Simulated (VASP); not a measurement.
# Fe (Im-3m) in VASP: further runs, part 2 of 2

VASP 6.6.1. Earlier steps stand in the parts before.

## Step 3: Single point, PBE, collinear spin, ferromagnetic start

File INCAR:

```
ALGO     = Normal         # electronic algorithm
EDIFF    = 1E-6           # SCF threshold, eV
ENCUT    = 600            # plane-wave cutoff, eV
GGA      = PE             # functional
GGA_COMPAT= F            
ISIF     = 2              # what is computed and relaxed
ISMEAR   = 0              # smearing method
ISPIN    = 2              # spin polarisation
LASPH    = T              # aspherical terms in the spheres
LCHARG   = F              # write CHGCAR
LMAXMIX  = 4              # l up to which the mixer works
LORBIT   = 11             # projections on sites
LREAL    = F              # projectors in reciprocal space
LWAVE    = F              # write WAVECAR
MAGMOM   = 4              # initial moments
NBANDS   = 14             # bands
NELM     = 200            # most SCF steps
PREC     = Accurate       # precision mode
SIGMA    = 0.1            # smearing width, eV
```

File KPOINTS:

```
k-points
0
Gamma
  14 14 14
```

File POSCAR:

```
Fe
1.0
   -1.4345000000      1.4345000000      1.4345000000
    1.4345000000     -1.4345000000      1.4345000000
    1.4345000000      1.4345000000     -1.4345000000
Fe
1
Direct
    0.0000000000      0.0000000000      0.0000000000
```

Potentials or basis: VASP PAW PBE potentials, release 64 (Fe).

On the command line:

```console
$ cat potpaw_PBE.64/Fe/POTCAR > POTCAR
$ mpirun -np 1 vasp_std > vasp.out
```

Run time: 19 s. Hardware: 1 thread of Intel Xeon 6975P-C (Granite Rapids), shared host; peak memory 0.15 GiB.

The run converged. Its results:

| Quantity | Value |
| --- | --- |
| Free energy | -8.2356 eV |
| Pressure | -7.3 GPa |
| Net moment | 2.24 μB per cell |
| Site moments | Fe +2.24 μB |
| Valence electrons inside the program's atomic spheres | Fe 7.19 |

Levels at points of the mesh, in eV from the Fermi level:
Spin up:
```tsv
k point	band 1	band 2	band 3	band 4	band 5	band 6	band 7	band 8	band 9	band 10
(0.00, 0.00, 0.00)	-8.16	-2.18	-2.18	-2.18	-1.05	-1.05	24.69	24.69	24.69	29.52
(0.50, 0.00, 0.00)	-4.67	-3.20	-0.99	-0.88	0.35	0.58	7.06	18.08	19.67	22.96
(0.50, 0.50, 0.50)	-4.58	-4.58	0.10	0.10	0.10	9.71	9.71	9.71	15.29	15.29
```
Spin down:
```tsv
k point	band 1	band 2	band 3	band 4	band 5	band 6
(0.00, 0.00, 0.00)	-8.00	-0.23	-0.23	-0.23	1.74	1.74
(0.50, 0.00, 0.00)	-3.37	-1.45	0.68	1.59	1.98	2.61
(0.50, 0.50, 0.50)	-2.72	-2.72	2.33	2.33	2.33	9.98
```

## Step 4: Single point, PBE, collinear spin, ferromagnetic start

File INCAR:

```
PREC = Accurate
ENCUT = 600
EDIFF = 1E-6
ISMEAR = 0
SIGMA = 0.1
LREAL = False
LASPH = True
NELM = 200
ALGO = Normal
ISIF = 2
LWAVE = False
LCHARG = False
ISPIN = 2
MAGMOM = 1.02
LORBIT = 11
NUPDOWN = 1.02
LMAXMIX = 4
GGA = PE
NBANDS = 14
GGA_COMPAT = False
```

File KPOINTS:

```
regular mesh
0
Gamma
  14 14 14
```

POSCAR is that of step 3.

On the command line:

```console
$ cat potpaw_PBE.64/Fe/POTCAR > POTCAR
$ mpirun -np 1 vasp_std > vasp.out
```

Run time: 16 s. Hardware: 1 thread of Intel Xeon 6975P-C (Granite Rapids), shared host; peak memory 0.15 GiB.

It converged, with:

```
Free energy                                           : -7.8942 eV
Pressure                                              : -20.0 GPa
Net moment                                            : 1.02 μB per cell
Site moments                                          : Fe +1.04 μB
Valence electrons inside the program's atomic spheres : Fe 7.19
```

Caveat: the total moment is fixed, so each spin has its own Fermi level.

## Step 5: Single point, PBE, collinear spin, ferromagnetic start

File INCAR:

```
ALGO = Normal
EDIFF = 1E-6
ENCUT = 600
GGA = PE
GGA_COMPAT = False
ISIF = 2
ISMEAR = 0
ISPIN = 2
LASPH = True
LCHARG = True
LELF = True
LMAXMIX = 4
LORBIT = 11
LREAL = False
LVHAR = True
LWAVE = False
MAGMOM = 2.03
NBANDS = 14
NELM = 200
NUPDOWN = 2.03
PREC = Accurate
SIGMA = 0.1
```

File KPOINTS:

```
k-points
0
Gamma
  14 14 14
```

POSCAR is that of step 4.

On the command line:

```console
$ cat potpaw_PBE.64/Fe/POTCAR > POTCAR
$ mpirun -np 1 vasp_std > vasp.out
```

Wall time 19 s (1 thread of Intel Xeon 6975P-C (Granite Rapids), shared host); peak memory 0.15 GiB.

The run converged. Its results:

```
Free energy                                           : -8.2117 eV
Pressure                                              : -10.5 GPa
Net moment                                            : 2.03 μB per cell
Site moments                                          : Fe +2.04 μB
Valence electrons inside the program's atomic spheres : Fe 7.19
```

Caveat: the total moment is fixed, so each spin has its own Fermi level.

## Step 6: Single point, PBE, collinear spin, ferromagnetic start

File INCAR:

```
SYSTEM = Fe
PREC     = Accurate       ! precision mode
ENCUT    = 600            ! plane-wave cutoff, eV
EDIFF    = 1E-6           ! SCF threshold, eV
ISMEAR   = 0              ! smearing method
SIGMA    = 0.1            ! smearing width, eV
LREAL    = .False.        ! projectors in reciprocal space
LASPH    = .True.         ! aspherical terms in the spheres
NELM     = 200            ! most SCF steps
ALGO     = Normal         ! electronic algorithm
ISIF     = 2              ! what is computed and relaxed
LWAVE    = .False.        ! write WAVECAR
LCHARG   = .False.        ! write CHGCAR
ISPIN    = 2              ! spin polarisation
MAGMOM   = 3.05           ! initial moments
LORBIT   = 11             ! projections on sites
NUPDOWN  = 3.05           ! fixed moment
LMAXMIX  = 4              ! l up to which the mixer works
GGA      = PE             ! functional
NBANDS   = 14             ! bands
GGA_COMPAT= .False.
```

File KPOINTS:

```
regular mesh
0
Gamma
  14 14 14
  0 0 0
```

POSCAR is that of step 5.

Potentials or basis: VASP PAW PBE potentials, release 64 (Fe).

On the command line:

```console
$ cat potpaw_PBE.64/Fe/POTCAR > POTCAR
$ mpirun -np 1 vasp_std > vasp.out
```

OUTCAR:

```text
SYSTEM = Fe
   PREC = Accurate
   ENCUT = 600
   EDIFF = 1E-6
   ISMEAR = 0
   LREAL = .False.
   LASPH = .True.
   NELM = 200
   ISIF = 2
   ISPIN = 2
   LORBIT = 11
   NUPDOWN = 3.05
   GGA = PE

 ion  position               nearest neighbor table
   1  0.000  0.000  0.000-

  LATTYP: Found a body centered cubic cell.
 ALAT       =     2.8690000000

  Lattice vectors:

 A1 = (  -1.4345000000,   1.4345000000,   1.4345000000)
 A2 = (   1.4345000000,  -1.4345000000,   1.4345000000)
 A3 = (   1.4345000000,   1.4345000000,  -1.4345000000)

Analysis of symmetry for initial positions (statically):
=====================================================================
 Subroutine PRICEL returns:
 Original cell was already a primitive cell.

 Routine SETGRP: Setting up the symmetry group for a
 body centered cubic supercell.

 Subroutine GETGRP returns: Found 48 space group operations
 (whereof 48 operations were pure point group operations)
 out of a pool of 48 trial point group operations.

The static configuration has the point symmetry O_h .
[... 596 lines left out ...]
      1      -2.4022      1.00000
      2       5.6678      0.00000
      3       5.6678      0.00000
      4       5.6678      0.00000
      5       7.4400      0.00000
      6       7.4400      0.00000
      7      29.9851      0.00000
      8      29.9851      0.00000
      9      29.9851      0.00000
     10      35.2411      0.00000
     11      35.2411      0.00000
     12      38.0331      0.00000
     13      38.0331      0.00000
     14      38.0331      0.00000
[... 379 lines left out ...]
      3       4.4692      1.00000
      4       7.4621      0.00000
      5       7.6594      0.00000
      6      12.4168      0.00000
      7      14.1323      0.00000
      8      16.1963      0.00000
      9      24.8097      0.00000
     10      32.9066      0.00000
     11      34.4040      0.00000
     12      41.7693      0.00000
     13      44.8001      0.00000
     14      48.6971      0.00000

 [... further k-points ...]
[... 5 lines left out ...]
  --------------------------------------------------------------------------------------
  -------------------------------------------------------------------------------------
  Total        1.0776965      1.0776965      1.0776965     -0.0000000     -0.0000000     -0.0000000
  in kB      146.2329991    146.2329991    146.2329991     -0.0000000     -0.0000000     -0.0000000
  external PRESSURE =     146.2329991 kB  Pullay stress =       0.0000000 kB

 VOLUME and BASIS-vectors are now :
 -----------------------------------------------------------------------------
  energy-cutoff  :      600.00
  volume of cell :       11.81
      direct lattice vectors                 reciprocal lattice vectors
    -1.434500000  1.434500000  1.434500000     0.000000000  0.348553503  0.348553503
     1.434500000 -1.434500000  1.434500000     0.348553503  0.000000000  0.348553503
     1.434500000  1.434500000 -1.434500000     0.348553503  0.348553503  0.000000000

 POSITION                                       TOTAL-FORCE (eV/Angst)
 -----------------------------------------------------------------------------------
      0.00000      0.00000      0.00000         0.000000      0.000000     -0.000000
 -----------------------------------------------------------------------------------
    total drift:                                0.000000     -0.000000      0.000000

  FREE ENERGIE OF THE ION-ELECTRON SYSTEM (eV)
  ---------------------------------------------------
  free  energy   TOTEN  =        -7.9374199472 eV

  energy  without entropy=       -7.9298824373  energy(sigma->0) =       -7.93365119

 total charge

# of ion       s       p       d       tot
------------------------------------------
    1        0.494   0.535   6.156   7.185

 magnetization (x)

# of ion       s       p       d       tot
------------------------------------------
    1        0.010   0.025   2.962   2.997
```

Wall time 15 s (1 thread of Intel Xeon 6975P-C (Granite Rapids), shared host); peak memory 0.15 GiB.

Results:

- Free energy: -7.9374 eV
- Pressure: 14.6 GPa
- Net moment: 3.05 μB per cell
- Site moments: Fe +3.00 μB
- Valence electrons inside the program's atomic spheres: Fe 7.18

Caveat: the total moment is fixed, so each spin has its own Fermi level.

## Step 7: Overview

```csv
spin,fixed moment (μB),pressure (GPa),moment (μB)
"collinear, zero start",0.0,-24.4,0.00
"collinear, ferromagnetic start",-,-7.3,2.24
"collinear, ferromagnetic start",1.02,-20.0,1.02
"collinear, ferromagnetic start",2.03,-10.5,2.03
"collinear, ferromagnetic start",3.05,14.6,3.05
```

Alike in all rows: task single point; level PBE; potentials or basis VASP PAW PBE potentials, release 64 (Fe); cell as given; k mesh 14 × 14 × 14; cutoff (eV) 600; smearing gaussian 0.1 eV.

Caveats: the total moment is fixed, so each spin has its own Fermi level (some runs).

Absolute energies hang on the potentials; compare differences alone.
